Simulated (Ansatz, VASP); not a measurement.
# Ag2ClF: VASP beside Ansatz

```
F Cl Ag
1.0
     1.94332    1.12198    5.32831
    -1.94332    1.12198    5.32831
     0.00000   -2.24396    5.32831
F Cl Ag
1 1 2
Direct
  0.00000 0.00000 0.00000
  0.50000 0.50000 0.50000
  0.26564 0.26564 0.26564
  0.73436 0.73436 0.73436
```

Alike in both runs: task single point; functional PBE; k mesh 6 × 6 × 6; occupations fermi-dirac, width 0.02 eV; no spin polarisation.

|  | VASP | Ansatz |
| --- | --- | --- |
| version | VASP 6.6.1 | Ansatz 0.2.0 |
| potentials or method | VASP PAW PBE potentials, release 64 (F, Cl, Ag), cutoff 520 eV | plane waves |
| valence electrons in the cell | 36 | 52 |

```tsv
	VASP	Ansatz	Ansatz less VASP
pressure (GPa)	2.6	2.8	+0.25
traceless stress, the component that is largest in VASP (GPa)	-0.30	-0.31	-0.010
rms of the force components (eV/Å)	0.047	0.047	-0.0002
```

Atom by atom the forces differ by 0.000 eV/Å (rms over components). VASP's potentials hold 36 valence electrons a cell and Ansatz's 52, so a difference there can come from the potentials and not from the codes.
